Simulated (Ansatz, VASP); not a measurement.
# Two plane-wave programs on AgCl

```
Ag Cl
1.0
     0.00000    2.66222    2.55130
     2.66222    0.00000    2.55130
     2.66222    2.66222    0.00000
Ag Cl
1 1
Direct
  0.50000 0.50000 0.50000
  0.00000 0.00000 0.00000
```

Change from the starting cell: strain -0.040 along x and y, -0.080 along z, atoms carried along.

Alike in both runs: task single point; functional PBE; k mesh 8 × 8 × 8; occupations gaussian, width 0.05 eV; no spin polarisation.

|  | VASP | Ansatz |
| --- | --- | --- |
| version | VASP 6.6.1 | Ansatz 0.2.0 |
| potentials or method | VASP PAW PBE potentials, release 64 (Ag, Cl), cutoff 520 eV | scalar-relativistic, plane waves, PAW |
| valence electrons in the cell | 18 | 26 |

VASP gave:

| Item | Value |
| --- | --- |
| gap on the k mesh at the Fermi level (eV) | 0.80 |
| least direct gap on the mesh (eV) | 3.56 |
| pressure (GPa) | 14.3 |
| traceless stress, the component that is largest in VASP (GPa) | 2.77 |

Task: Estimate Ansatz's values.

Result: gap on the k mesh at the Fermi level (eV): 0.80; least direct gap on the mesh (eV): 3.55; pressure (GPa): 14.5; traceless stress, the component that is largest in VASP (GPa): 2.80.

The functional is the same, so the differences come from potentials, cutoffs and numerics. VASP's potentials hold 18 valence electrons a cell and Ansatz's 26, so a difference there can come from the potentials and not from the codes.
